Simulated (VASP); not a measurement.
A run of VASP 6.6.1:

Contents of INCAR:

```
ALGO = Normal
EDIFF = 1E-6
ENCUT = 500
GGA = PS
GGA_COMPAT = F
ISIF = 2
ISMEAR = 1
LASPH = T
LCHARG = T
LELF = T
LREAL = F
LVHAR = T
LWAVE = F
NBANDS = 11
NELM = 120
PREC = Accurate
SIGMA = 0.05
```

Contents of KPOINTS:

```
k-points
0
Gamma
  7 7 7
```

POSCAR

```
Hf
1.0
   -1.5621442025      1.5621442025      1.5621442025
    1.5621442025     -1.5621442025      1.5621442025
    1.5621442025      1.5621442025     -1.5621442025
Hf
1
Direct
    0.0000000000      0.0000000000      0.0000000000
```

Potentials or basis: VASP PAW PBE potentials, release 64 (Hf_pv).

Launch:

```console
$ cat potpaw_PBE.64/Hf_pv/POTCAR > POTCAR
$ mpirun -np 1 vasp_std > vasp.out
```

Hardware: 1 thread of Intel(R) Xeon(R) 6975P-C (Granite Rapids), on a shared host.

How long does it take, and how much memory?

Run time: 2.1 s on 1 thread of Intel(R) Xeon(R) 6975P-C (Granite Rapids) (shared host), peak memory 0.12 GiB. Counts: scf iterations 10, k points 20.
